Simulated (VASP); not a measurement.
NaI: electric field gradients with PBE

The system is NaI.

```xyz
2
Lattice="0.0000 3.2364 3.2364 3.2364 0.0000 3.2364 3.2364 3.2364 0.0000" Properties=species:S:1:pos:R:3 pbc="T T T"
Na    0.0000    0.0000    0.0000
I     3.2364    3.2364    3.2364
```

| Item | Value |
| --- | --- |
| Program | VASP 6.6.1 |
| Task | electric field gradients |
| Functional | PBE |
| Potentials or basis | VASP PAW PBE potentials, release 64 (Na_pv, I) |
| Cutoff | 520 eV |
| k mesh | 7 × 7 × 7 |
| Occupations | fermi-dirac, width 0.01 eV |
| Spin | no spin polarisation |
| Dipole correction | no |
| Further INCAR settings | ALGO = Normal; EDIFF = 1e-08; NBANDS = 14 |

```
Pressure                                : 0.4 GPa
Band gap on the k mesh                  : 3.64 eV
Largest electric field gradient by atom : zero within the noise of the run
```

Levels at points of the mesh, in eV from the valence-band top:
```csv
k point,band 4,band 5,band 6,band 7,band 8,band 9,band 10,band 11
"(0.00, 0.00, 0.00)",-11.02,0.00,0.00,0.00,3.64,7.93,7.93,7.93
```

Run time: 30 s on 1 thread of Intel Xeon 8259CL (shared host), peak memory 0.21 GiB.

Caveat: spin-orbit coupling is left out, which moves the levels of the heavy elements. PBE gaps usually lie below the measured ones, often by a third to a half.
